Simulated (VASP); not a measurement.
A run of VASP 6.6.1 is set up as follows.

Contents of INCAR:

```
ALGO = Normal ; EDIFF = 1E-6
EDIFFG = -0.002 ; ENCUT = 600
IBRION = 2 ; ISIF = 3
ISMEAR = -1 ; LASPH = True
LCHARG = False ; LREAL = False
LWAVE = False ; NELM = 100
NSW = 100 ; PREC = Accurate
PSTRESS = 70.0 ; SIGMA = 0.1
```

Contents of KPOINTS:

```
k-points
0
Gamma
  16 16 10
```

The input POSCAR:

```
Tl
1.0
    3.4107556202      0.0000000000      0.0000000000
   -1.7053778101      2.9538010132      0.0000000000
    0.0000000000      0.0000000000      5.4164194541
Tl
2
Direct
    0.3333333333      0.6666666667      0.2500000000
    0.6666666667      0.3333333333      0.7500000000
```

Potentials or basis: VASP PAW LDA potentials, release 64 (Tl_d).

Launch:

```sh
$ cat potpaw_LDA.64/Tl_d/POTCAR > POTCAR
$ mpirun -np 1 vasp_std > vasp.out
```

Task: Predict the relaxed cell.

Result: a = 3.270 Å, b = 3.270 Å, c = 5.252 Å, α = 90.00°, β = 90.00°, γ = 120.00°.

Task: Estimate the band gap on the k mesh.

Result: Zero (bands 13 and 14 overlap by 6.96 eV).

Task: Estimate the space group after relaxing (to 0.1 Å).

Result: P6_3/mmc (No. 194).

Step by step:
```tsv
step	energy change (eV)	largest force (eV/Å)	pressure (GPa)	volume (Å³)
1	0.0000	0.0000	0.18	54.57
2	0.2812	0.0000	12.33	45.90
3	0.1168	0.0000	6.94	48.68
4	0.1218	0.0000	7.17	48.57
5	0.1139	0.0000	6.85	48.74
6	0.1119	0.0000	6.77	48.78
7	0.1189	0.0000	7.06	48.62
8	0.1186	0.0000	7.04	48.62
9	0.1187	0.0000	7.04	48.62
10	0.1177	0.0000	6.98	48.64
11	0.1179	0.0000	6.99	48.64
```

Caveat: the cell is relaxed towards a set pressure, so the run minimises the enthalpy, not the energy; spin-orbit coupling is left out, which moves the levels of the heavy elements. LDA usually gives volumes a few per cent too small.
